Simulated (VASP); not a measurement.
Runs of VASP 6.6.1 on SnTe. The structure is that of space group F-43m (No. 216), or close to it. The cells are those of the table. 

```tsv
cell	gap on the mesh (eV)	pressure (GPa)
a = 4.916 Å, angles 60.0°, 2 atoms	none	(b)
a = 5.077 Å, angles 60.0°, 2 atoms	0.05	0.1
a = 4.875 Å, angles 60.0°, 2 atoms	none	(a)
a = 5.190 Å, angles 60.0°, 2 atoms	0.22	-1.2
```

Alike in all rows: task single point; level PBE; potentials or basis VASP PAW PBE potentials, release 64 (Sn_d, Te); no spin polarisation; k mesh 4 × 4 × 4; cutoff (eV) 500; smearing gaussian 0.05 eV.

Task: Estimate the missing entries.

Result: (a) 3.1; (b) 2.5.

Caveats: some runs use coarse meshes; spin-orbit coupling is left out, which moves the levels of the heavy elements.

A k mesh can miss the band edges, and the runs leave out spin-orbit coupling on Sn, Te.

A gap of «none» marks levels without a gap at the run's occupations.
